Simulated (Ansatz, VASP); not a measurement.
**MgO in VASP and in Ansatz**

The input INCAR:

```
SYSTEM = MgO
PREC = Accurate
ENCUT = 520
EDIFF = 1E-6
ISMEAR = 0
SIGMA = 0.05
LREAL = .False.
LASPH = .True.
NELM = 80
ALGO = Normal
ISIF = 2
LWAVE = .False.
LCHARG = .True.
GGA = PE
LELF = .True.
LVHAR = .True.
NBANDS = 26
```

The input KPOINTS:

```
regular mesh
0
Gamma
  9 9 2
  0 0 0
```

POSCAR

```
MgO
1.0
    3.2803754002      0.0000000000      0.0000000000
   -1.6401877001      2.8408884305      0.0000000000
    0.0000000000      0.0000000000     10.5147056238
Mg O
4 4
Direct
    0.3333333333      0.6666666667      0.9694791811
    0.0000000000      0.0000000000      0.2208070585
    0.0000000000      0.0000000000      0.7208070585
    0.6666666667      0.3333333333      0.4694791811
    0.3333333333      0.6666666667      0.7800540723
   -0.1341309900      0.0000000000      0.5715040230
    0.0000000000      0.0000000000      0.0296578681
    0.6666666667      0.3333333333      0.2800540723
```

Input for Ansatz:

```yaml
crystal:
  lattice:
    - [3.2803754002, 0.0, 0.0]
    - [-1.6401877001, 2.8408884305, 0.0]
    - [0.0, 0.0, 10.5147056238]
  atoms:
    - { symbol: Mg, position: [0.3333333333, 0.6666666667, 0.9694791811] }
    - { symbol: Mg, position: [0.0, 0.0, 0.2208070585] }
    - { symbol: Mg, position: [0.0, 0.0, 0.7208070585] }
    - { symbol: Mg, position: [0.6666666667, 0.3333333333, 0.4694791811] }
    - { symbol: O, position: [0.3333333333, 0.6666666667, 0.7800540723] }
    - { symbol: O, position: [-0.13413099, 0.0, 0.571504023] }
    - { symbol: O, position: [0.0, 0.0, 0.0296578681] }
    - { symbol: O, position: [0.6666666667, 0.3333333333, 0.2800540723] }
basis:
  ecutwfc: 420
kpoints:
  mp_grid: { grid: [9, 9, 2] }
hamiltonian:
  xc: pbe
  pseudopotentials: { kind: paw, azcp: { folder: soft_1 } }
scf:
  occupations: { method: gaussian, width: 0.05 }
output:
  forces: true
  stress: true
  eigenvalues: true
```

Alike in both runs: task single point; functional PBE; k mesh 9 × 9 × 2; occupations gaussian, width 0.05 eV; no spin polarisation.

|  | VASP | Ansatz |
| --- | --- | --- |
| version | VASP 6.6.1 | Ansatz 0.2.0 |
| potentials or method | VASP PAW PBE potentials, release 64 (Mg, O), cutoff 520 eV | scalar-relativistic, plane waves, PAW |
| valence electrons in the cell | 32 | 64 |

```tsv
	VASP	Ansatz	Ansatz less VASP
gap on the k mesh at the Fermi level (eV)	1.55	1.59	+0.040
least direct gap on the mesh (eV)	1.55	1.59	+0.040
pressure (GPa)	6.1	6.2	+0.14
traceless stress, the component that is largest in VASP (GPa)	10.33	9.90	-0.434
rms of the force components (eV/Å)	2.543	2.466	-0.0767
```

Atom by atom the forces differ by 0.080 eV/Å (rms over components). The functional is the same, so the differences come from potentials, cutoffs and numerics. VASP's potentials hold 32 valence electrons a cell and Ansatz's 64, so a difference there can come from the potentials and not from the codes.
